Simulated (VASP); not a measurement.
# B2P (R-3m) in VASP: notebook

B2P is run at these levels: PBE-based screened hybrid with 25 % exact exchange, LDA; tasks: single point.

Everything below comes from runs of VASP 6.6.1. Logs are shortened: lines on timing, memory, paths and dates and some standing lists are left out, and cuts for length are marked.

## 1. The cell of the first run

The structure is trigonal, space group R-3m (No. 166). The conventional cell has a = 3.030 Å, b = 3.030 Å, c = 11.775 Å, α = 90.00°, β = 90.00°, γ = 120.00°. Within 2.2 Å of B (site symmetry 3m) lie 1 B at 1.66 Å and 3 P at 2.08 Å. P (site symmetry -3m) has 6 B at 2.08 Å within 2.8 Å.

## 2. Single point, PBE-based screened hybrid with 25 % exact exchange

File POSCAR:

```
B2P
1.0
    1.5151200000      0.8747500000      3.9248800000
   -1.5151200000      0.8747500000      3.9248800000
    0.0000000000     -1.7495000000      3.9248800000
B P
2 1
Direct
    0.4293400000      0.4293400000      0.4293400000
    0.5706600000      0.5706600000      0.5706600000
    0.0000000000      0.0000000000      0.0000000000
```

File INCAR.step1:

```
SYSTEM = B2P
PREC = Accurate
ENCUT = 520
EDIFF = 1E-5
ISMEAR = -1
SIGMA = 0.05
LREAL = .False.
LASPH = .True.
NELM = 80
ALGO = Normal
ISIF = 2
LWAVE = .True.
LCHARG = .False.
GGA = PE
NBANDS = 12
```

File INCAR.step2:

```
SYSTEM = B2P
PREC = Accurate
ENCUT = 520
EDIFF = 1E-7
ISMEAR = -1
SIGMA = 0.05
LREAL = .False.
LASPH = .True.
NELM = 80
ALGO = Normal
ISIF = 2
LWAVE = .False.
LCHARG = .False.
GGA = PE
LHFCALC = .True.
AEXX = 0.25
HFSCREEN = 0.2
PRECFOCK = Normal
ISTART = 1
NBANDS = 12
```

File KPOINTS:

```
regular mesh
0
Gamma
  5 5 5
  0 0 0
```

Potentials or basis: VASP PAW PBE potentials, release 64 (B, P).

Run with:

```console
$ cat potpaw_PBE.64/B/POTCAR potpaw_PBE.64/P/POTCAR > POTCAR
$ cp INCAR.step1 INCAR
$ mpirun -np 1 vasp_std > vasp.out
$ cp INCAR.step2 INCAR
$ mpirun -np 1 vasp_std > vasp.out
```

OUTCAR:

```text
SYSTEM = B2P
   PREC = Accurate
   ENCUT = 520
   EDIFF = 1E-7
   ISMEAR = -1
   LREAL = .False.
   LASPH = .True.
   NELM = 80
   ISIF = 2
   GGA = PE
   LHFCALC = .True.
   AEXX = 0.25
   HFSCREEN = 0.2
   PRECFOCK = Normal
   ISTART = 1

 ion  position               nearest neighbor table
   1  0.429  0.429  0.429-   2 1.66   3 2.08   3 2.08   3 2.08
   2  0.571  0.571  0.571-   1 1.66   3 2.08   3 2.08   3 2.08
   3  0.000  0.000  0.000-   2 2.08   1 2.08   2 2.08   2 2.08   1 2.08   1 2.08

  LATTYP: Found a trigonal (rhomboedric) cell.
 ALAT       =     4.2971454701
 COS(alpha) =     0.7513640370

  Lattice vectors:

 A1 = (   1.5151200000,   0.8747500000,   3.9248800000)
 A2 = (  -1.5151200000,   0.8747500000,   3.9248800000)
 A3 = (   0.0000000000,  -1.7495000000,   3.9248800000)

Analysis of symmetry for initial positions (statically):
=====================================================================
 Subroutine PRICEL returns:
 Original cell was already a primitive cell.

 Routine SETGRP: Setting up the symmetry group for a
 trigonal (rhombohedral) supercell.

 Subroutine GETGRP returns: Found 12 space group operations
 (whereof 12 operations were pure point group operations)
 out of a pool of 12 trial point group operations.

The static configuration has the point symmetry D_3d.

Analysis of symmetry for dynamics (positions and initial velocities):
=====================================================================
 Subroutine PRICEL returns:
 Original cell was already a primitive cell.

 Routine SETGRP: Setting up the symmetry group for a
 trigonal (rhombohedral) supercell.

 Subroutine GETGRP returns: Found 12 space group operations
 (whereof 12 operations were pure point group operations)
 out of a pool of 12 trial point group operations.

The dynamic configuration has the point symmetry D_3d.

 Subroutine INISYM returns: Found 12 space group operations
 (whereof 12 operations are pure point group operations),
 and found     1 'primitive' translations

----------------------------------------------------------------------------------------

                                     Primitive cell

  volume of cell :      31.2111

  direct lattice vectors                    reciprocal lattice vectors
     1.515120000  0.874750000  3.924880000     0.330006864  0.190530628  0.084928287
    -1.515120000  0.874750000  3.924880000    -0.330006864  0.190530628  0.084928287
     0.000000000 -1.749500000  3.924880000     0.000000000 -0.381061256  0.084928287

  length of vectors
     4.297145470  4.297145470  4.297142453     0.390409099  0.390409099  0.390410674

  position of ions in fractional coordinates (direct lattice)
     0.429340000  0.429340000  0.429340000
     0.570660000  0.570660000  0.570660000
     0.000000000  0.000000000  0.000000000

  ion indices of the primitive-cell ions
   primitive index   ion index
                 1           1
                 2           2
                 3           3

----------------------------------------------------------------------------------------

 KPOINTS: regular mesh

Automatic generation of k-mesh.
 Grid dimensions read from file:
 generate k-points for:    5    5    5

 Generating k-lattice:

  Cartesian coordinates                     Fractional coordinates (reciprocal lattice)
     0.066001373  0.038106126  0.016985657     0.200000000  0.000000000  0.000000000
    -0.066001373  0.038106126  0.016985657     0.000000000  0.200000000  0.000000000
     0.000000000 -0.076212251  0.016985657     0.000000000  0.000000000  0.200000000

  Length of vectors
     0.078081820  0.078081820  0.078082135

  Shift w.r.t. Gamma in fractional coordinates (k-lattice)
     0.000000000  0.000000000  0.000000000

 Subroutine IBZKPT returns following result:
 ===========================================

 Found     19 irreducible k-points:

 Following reciprocal coordinates:
            Coordinates               Weight
  0.000000  0.000000  0.000000      1.000000
  0.200000  0.000000  0.000000      6.000000
  0.400000  0.000000  0.000000      6.000000
  0.200000  0.200000  0.000000      6.000000
  0.400000  0.200000  0.000000     12.000000
 -0.400000  0.200000 -0.000000     12.000000
[... 11 lines left out ...]
  0.400000  0.400000  0.400000      2.000000
 -0.400000  0.400000  0.400000      6.000000
   k-points           NKPTS =     19   k-points in BZ     NKDIM =    125   number of bands    NBANDS=     12
   number of dos      NEDOS =    301   number of ions     NIONS =      3
   total plane-waves  NPLWV =  32768
   dimension x,y,z NGX =    32 NGY =   32 NGZ =   32
   dimension x,y,z NGXF=    64 NGYF=   64 NGZF=   64
   ions per type =               2   1
   NGX,Y,Z   is equivalent  to a cutoff of  12.38, 12.38, 12.38 a.u.
   NGXF,Y,Z  is equivalent  to a cutoff of  24.76, 24.76, 24.76 a.u.
 SYSTEM =  B2P
   PREC   = accura    normal or accurate (medium, high low for compatibility)
   ISTART =      1    job   : 0-new  1-cont  2-samecut
   ICHARG =      0    charge: 1-file 2-atom 10-const
   ISPIN  =      1    spin polarized calculation?
   LNONCOLLINEAR =      F non collinear calculations
   LSORBIT =      F    spin-orbit coupling
   LASPH  =      T    aspherical Exc in radial PAW
   ENCUT  =  520.0 eV  38.22 Ry    6.18 a.u.   7.99  7.99  7.99*2*pi/ulx,y,z
   NELM   =     80;   NELMIN=  2; NELMDL=  0     # of ELM steps
   EDIFF  = 0.1E-06   stopping-criterion for ELM
   LREAL  =      F    real-space projection
   EDIFFG = 0.1E-05   stopping-criterion for IOM
   NSW    =      0    number of steps for IOM
   IBRION =     -1    ionic relax: 0-MD 1-quasi-New 2-CG
   NFREE  =      0    steps in history (QN), initial steepest desc. (CG)
   ISIF   =      2    stress and relaxation
   ISYM   =      3    0-nonsym 1-usesym 2-fastsym
   POTIM  = 0.5000    time-step for ionic-motion
   TEBEG  =    0.0;   TEEND  =   0.0 temperature during run
   PSTRESS=    0.0 pullay stress
   NELECT =      11.0000    total number of electrons
   NUPDOWN=      -1.0000    fix difference up-down
   EMIN   =  10.00;   EMAX   =-10.00  energy-range for DOS
   EFERMI =   0.00;   METHOD = LEGACY
   ISMEAR =    -1;   SIGMA  =   0.05  broadening in eV -4-tet -1-fermi 0-gaus
   EFERMI_NEDOS =   21; number of points for ismear=-14 and -15
   IALGO  =     38    algorithm
[... 14 lines left out ...]
   AEXX    =    0.2500 exact exchange contribution
   HFSCREEN=    0.2000 screening length (either q_TF or 0.3 A-1)
   HFSCREENC=   0.2000 screening length for correlation (either q_TF or 0.3 A-1)
   ENCUTFOCK=  -1.0 apply spherical cutoff to Coloumb kernel
   IVDW    =     0    specifies the selected vdW correction
   LEPSILON=     F    determine dielectric tensor
   LRPA    =     F    only Hartree local field effects (RPA)
 non-spin polarized calculation
  energy-cutoff  :      520.00
  volume of cell :       31.21
 maximum number of plane-waves:       856
  NGX = 24; NGY = 24; NGZ = 24

 number of electron      11.0000001 magnetization

 Free energy of the ion-electron system (eV)
  ---------------------------------------------------
  ext. energy  EPLUGINS =         0.00000000
  ---------------------------------------------------
  free energy    TOTEN  =       -19.01503813 eV

  energy without entropy =      -19.00285647  energy(sigma->0) =      -19.00894730

 E-fermi :   6.9424     XC(G=0):  -9.1812

 val. band max:        6.9326628953   @ k =   0.2000   0.2000   0.0000
 cond. band min:       7.0183312544   @ k =   0.0000   0.0000   0.0000
 fundamental gap:      0.0856683591
 Fermi energy:         6.9423513176

 k-point     1 :       0.0000    0.0000    0.0000
  band No.  band energies     occupation
      1     -10.8792      2.00000
      2      -0.8242      2.00000
      3      -0.7658      2.00000
      4       7.0183      0.35904
      5       7.0184      0.35882
      6      10.6003      0.00000
      7      10.6004      0.00000
      8      13.8649      0.00000
      9      13.8649      0.00000
     10      14.3240      0.00000
     11      15.8737      0.00000
     12      18.4561      0.00000

 k-point     2 :       0.2000    0.0000    0.0000
  band No.  band energies     occupation
      1     -10.0182      2.00000
      2      -1.1625      2.00000
      3       0.8723      2.00000
      4       2.8312      2.00000
      5       5.6812      2.00000
      6       8.2769      0.00000
      7       9.5507      0.00000
      8      11.4868      0.00000
      9      15.1876      0.00000
     10      16.1065      0.00000
     11      17.8163      0.00000
     12      18.2598      0.00000

 k-point     3 :       0.4000    0.0000    0.0000
  band No.  band energies     occupation
      1      -7.5171      2.00000
      2      -3.0978      2.00000
      3       0.2708      2.00000
      4       3.1329      2.00000
      5       4.4133      2.00000
      6       4.8160      2.00000
      7       8.1332      0.00000
      8       9.3505      0.00000
      9      13.3666      0.00000
     10      16.2615      0.00000
     11      20.3912      0.00000
     12      22.3101      0.00000

 k-point     4 :       0.2000    0.2000    0.0000
  band No.  band energies     occupation
      1      -9.9417      2.00000
      2      -2.0025      2.00000
      3       1.6970      2.00000
      4       3.4037      2.00000
      5       5.0617      2.00000
      6       6.9327      1.09658
      7      11.4736      0.00000
      8      11.9590      0.00000
      9      14.9425      0.00000
     10      15.8943      0.00000
     11      17.9509      0.00000
     12      18.8643      0.00000

 k-point     5 :       0.4000    0.2000    0.0000
  band No.  band energies     occupation
      1      -8.1788      2.00000
      2      -1.6654      2.00000
      3       0.0835      2.00000
      4       1.5805      2.00000
      5       2.9446      2.00000
      6       6.7412      1.96484
      7       8.5385      0.00000
      8      12.8545      0.00000
      9      14.8113      0.00000
     10      16.5596      0.00000
     11      17.9239      0.00000
     12      20.7408      0.00000
[... 153 lines left out ...]
      1      -5.5729      2.00000
      2      -3.5300      2.00000
      3      -1.0034      2.00000
      4       0.4009      2.00000
      5       2.4071      2.00000
      6       6.4369      1.99992
      7       7.9741      0.00000
      8      13.4185      0.00000
      9      15.1703      0.00000
     10      16.5703      0.00000
     11      19.0743      0.00000
     12      20.6033      0.00000

 k-point    17 :      -0.4000   -0.4000    0.2000
  band No.  band energies     occupation
      1      -6.8845      2.00000
      2      -3.1274      2.00000
      3      -2.1025      2.00000
      4       2.6421      2.00000
      5       3.4871      2.00000
      6       7.1087      0.06937
      7      10.8105      0.00000
      8      11.2241      0.00000
      9      14.4714      0.00000
     10      17.0776      0.00000
     11      17.2347      0.00000
     12      18.5631      0.00000

 k-point    18 :       0.4000    0.4000    0.4000
  band No.  band energies     occupation
      1     -10.2023      2.00000
      2      -5.3435      2.00000
      3       5.2338      2.00000
      4       7.6493      0.00000
      5       7.6493      0.00000
      6       8.6361      0.00000
      7       8.6361      0.00000
      8      13.8226      0.00000
      9      15.5872      0.00000
     10      15.9034      0.00000
     11      16.7034      0.00000
     12      16.7035      0.00000

 k-point    19 :      -0.4000    0.4000    0.4000
  band No.  band energies     occupation
      1      -9.2764      2.00000
      2      -4.8216      2.00000
      3       2.6351      2.00000
      4       5.2959      2.00000
      5       5.3886      2.00000
      6       8.1298      0.00000
      7      10.0746      0.00000
      8      14.0414      0.00000
      9      15.2007      0.00000
     10      16.5883      0.00000
     11      17.2607      0.00000
     12      17.8740      0.00000

------------------------ aborting loop because EDIFF is reached ----------------------------------------

  FORCE on cell =-STRESS in cart. coord.  units (eV):
  Direction    XX          YY          ZZ          XY          YZ          ZX
  --------------------------------------------------------------------------------------
  -------------------------------------------------------------------------------------
  Total       -0.7658081     -0.7657994      0.0982176      0.0000000      0.0000000      0.0000000
  in kB      -39.3117082    -39.3112642      5.0418649      0.0000000      0.0000000      0.0000000
  external PRESSURE =     -24.5270358 kB  Pullay stress =       0.0000000 kB

 VOLUME and BASIS-vectors are now :
 -----------------------------------------------------------------------------
  energy-cutoff  :      520.00
  volume of cell :       31.21
      direct lattice vectors                 reciprocal lattice vectors
     1.515120000  0.874750000  3.924880000     0.330006864  0.190530628  0.084928287
    -1.515120000  0.874750000  3.924880000    -0.330006864  0.190530628  0.084928287
     0.000000000 -1.749500000  3.924880000     0.000000000 -0.381061256  0.084928287

 POSITION                                       TOTAL-FORCE (eV/Angst)
 -----------------------------------------------------------------------------------
      0.00000      0.00000      5.05532         0.000000      0.000000      0.164389
      0.00000      0.00000      6.71932         0.000000     -0.000000     -0.164389
      0.00000      0.00000      0.00000         0.000000      0.000000     -0.000000
 -----------------------------------------------------------------------------------
    total drift:                               -0.000024      0.000038     -0.000005

  FREE ENERGIE OF THE ION-ELECTRON SYSTEM (eV)
  ---------------------------------------------------
  free  energy   TOTEN  =       -19.0150381308 eV

  energy  without entropy=      -19.0028564722  energy(sigma->0) =      -19.00894730
```

Run time: 13 min. Hardware: 1 thread of AMD EPYC 7R13 (Zen 3), shared host; peak memory 0.25 GiB.

What came out:

- Free energy: -19.0150 eV
- Pressure: -2.5 GPa
- Largest force: 0.164 eV/Å
- Band gap on the k mesh: zero (an odd number of electrons rules out a gap without spin polarisation)

Forces on the atoms (eV/Å):
```
B    0.000  0.000  0.164
B    0.000  0.000 -0.164
P    0.000  0.000  0.000
```

Stress tensor (GPa, compression positive):
```
-3.93  0.00  0.00
 0.00 -3.93  0.00
 0.00  0.00  0.50
```

Levels at points of the mesh, in eV from the Fermi level:
```
           k point  band 3  band 4  band 5  band 6  band 7  band 8
(0.00, 0.00, 0.00)   -7.71    0.08    0.08    3.66    3.66    6.92
```

Caveat: the k points lie up to 0.49 Å⁻¹ apart, too coarse for converged energies and pressures of a metal; the PAW data sets were made with another functional, which shifts forces and pressure a little.

## 3. Single point, PBE-based screened hybrid with 25 % exact exchange

POSCAR is that of step 2.

File INCAR.step1:

```
SYSTEM = B2P
PREC     = Accurate       ! precision mode
ENCUT    = 520            ! plane-wave cutoff, eV
EDIFF    = 1E-5           ! SCF threshold, eV
ISMEAR   = -1             ! smearing method
SIGMA    = 0.05           ! smearing width, eV
LREAL    = .False.        ! projectors in reciprocal space
LASPH    = .True.         ! aspherical terms in the spheres
NELM     = 60             ! most SCF steps
ALGO     = Normal         ! electronic algorithm
ISIF     = 2              ! what is computed and relaxed
LWAVE    = .True.         ! write WAVECAR
GGA      = PE             ! functional
NBANDS   = 12             ! bands
```

File INCAR.step2:

```
SYSTEM = B2P
PREC     = Accurate       ! precision mode
ENCUT    = 520            ! plane-wave cutoff, eV
EDIFF    = 1E-6           ! SCF threshold, eV
ISMEAR   = -1             ! smearing method
SIGMA    = 0.05           ! smearing width, eV
LREAL    = .False.        ! projectors in reciprocal space
LASPH    = .True.         ! aspherical terms in the spheres
NELM     = 60             ! most SCF steps
ALGO     = Normal         ! electronic algorithm
ISIF     = 2              ! what is computed and relaxed
LWAVE    = .False.        ! write WAVECAR
LCHARG   = .True.         ! write CHGCAR
GGA      = PE             ! functional
LHFCALC  = .True.         ! exact exchange
AEXX     = 0.25           ! exact-exchange fraction
HFSCREEN = 0.3            ! screening, 1/A
PRECFOCK = Normal       
LELF     = .True.         ! ELF
LVHAR    = .True.       
ISTART   = 1            
NBANDS   = 12             ! bands
```

KPOINTS is that of step 2.

Potentials or basis: VASP PAW PBE potentials, release 64 (B, P).

Run with:

```console
$ cat potpaw_PBE.64/B/POTCAR potpaw_PBE.64/P/POTCAR > POTCAR
$ cp INCAR.step1 INCAR
$ mpirun -np 1 vasp_std > vasp.out
$ cp INCAR.step2 INCAR
$ mpirun -np 1 vasp_std > vasp.out
```

It took 11 min on 1 thread of AMD EPYC 7R13 (Zen 3), shared host; peak memory 0.25 GiB.

Results (log left out):

```yaml
Free_energy: -18.5533 eV
Pressure: -2.2 GPa
Largest_force: 0.181 eV/Å
Band_gap_on_the_k_mesh: zero (an odd number of electrons rules out a gap without spin polarisation)
```

Forces on the atoms (eV/Å):
```
B    0.000  0.000  0.181
B    0.000  0.000 -0.181
P    0.000  0.000  0.000
```

Stress tensor (GPa, compression positive):
```
-3.52  0.00  0.00
 0.00 -3.52  0.00
 0.00  0.00  0.58
```

Levels at points of the mesh, in eV from the Fermi level:
```csv
k point,band 1,band 2,band 3,band 4,band 5,band 6,band 7,band 8,band 9,band 10
"(0.00, 0.00, 0.00)",-17.58,-7.54,-7.48,0.09,0.09,3.57,3.57,6.79,6.79,7.26
```

Caveat: the k points lie up to 0.49 Å⁻¹ apart, too coarse for converged energies and pressures of a metal; the PAW data sets were made with another functional, which shifts forces and pressure a little.

## 4. Single point, LDA

File INCAR:

```
  ALGO = Normal
  EDIFF = 1E-6
  ENCUT = 520
  GGA = CA
  ISIF = 2
  ISMEAR = -1
  LASPH = T
  LCHARG = T
  LELF = T
  LREAL = F
  LVHAR = T
  LWAVE = F
  NBANDS = 12
  NELM = 60
  PREC = Accurate
  SIGMA = 0.05
```

File KPOINTS:

```
k-points
0
Gamma
  10 10 10
```

POSCAR is that of step 3.

Potentials or basis: VASP PAW LDA potentials, release 64 (B, P).

Run with:

```console
$ cat potpaw_LDA.64/B/POTCAR potpaw_LDA.64/P/POTCAR > POTCAR
$ mpirun -np 1 vasp_std > vasp.out
```

Run time: 75 s. Hardware: 1 thread of Intel Xeon 8259CL, shared host; peak memory 0.17 GiB.

The run converged. Its results:

- Free energy: -19.0408 eV
- Pressure: -6.3 GPa
- Largest force: 0.118 eV/Å
- Band gap on the k mesh: zero (an odd number of electrons rules out a gap without spin polarisation)

Forces in eV/Å, atoms in the order of the input:
```
B    0.000  0.000  0.118
B    0.000  0.000 -0.118
P    0.000  0.000  0.000
```

Stress tensor (GPa, compression positive):
```
-6.41  0.00  0.00
 0.00 -6.41  0.00
 0.00  0.00 -5.95
```

Levels at points of the mesh, in eV from the Fermi level:
```tsv
k point	band 1	band 2	band 3	band 4	band 5	band 6	band 7	band 8	band 9	band 10
(0.00, 0.00, 0.00)	-15.66	-6.50	-6.46	0.09	0.09	3.12	3.12	6.02	6.02	6.62
(0.50, 0.00, 0.00)	-11.56	-9.99	-5.32	-2.78	-2.23	-2.21	0.69	1.64	5.65	7.98
(0.50, 0.50, 0.00)	-11.31	-9.38	-6.34	-5.75	-3.20	0.13	3.52	4.04	6.75	7.80
(0.50, 0.50, 0.50)	-14.99	-10.74	-0.70	0.87	0.87	1.03	1.03	6.05	7.66	8.00
```

Caveat: the cell stands under tension.

## 5. Overview

```csv
level,potentials or basis,k mesh,grid for exact exchange (PRECFOCK),share of exact exchange,screening parameter,gap on the mesh (eV),pressure (GPa),largest force (eV/Å)
PBE-based screened hybrid with 25 % exact exchange,"VASP PAW PBE potentials, release 64 (B, P)",5 × 5 × 5,Normal,0.25,0.2 1/Å,none,-2.5,0.16
PBE-based screened hybrid with 25 % exact exchange,"VASP PAW PBE potentials, release 64 (B, P)",5 × 5 × 5,Normal,0.25,0.3 1/Å,none,-2.2,0.18
LDA,"VASP PAW LDA potentials, release 64 (B, P)",10 × 10 × 10,-,-,-,none,-6.3,0.12
```

Alike in all rows: task single point; no spin polarisation; cell as given; cutoff (eV) 520; smearing fermi-dirac 0.05 eV.

Caveats: some runs use coarse meshes; the PAW data sets were made with another functional, which shifts forces and pressure a little (at least some runs); the cell stands under tension (at least some runs).

Absolute energies hang on the potentials; compare differences alone.
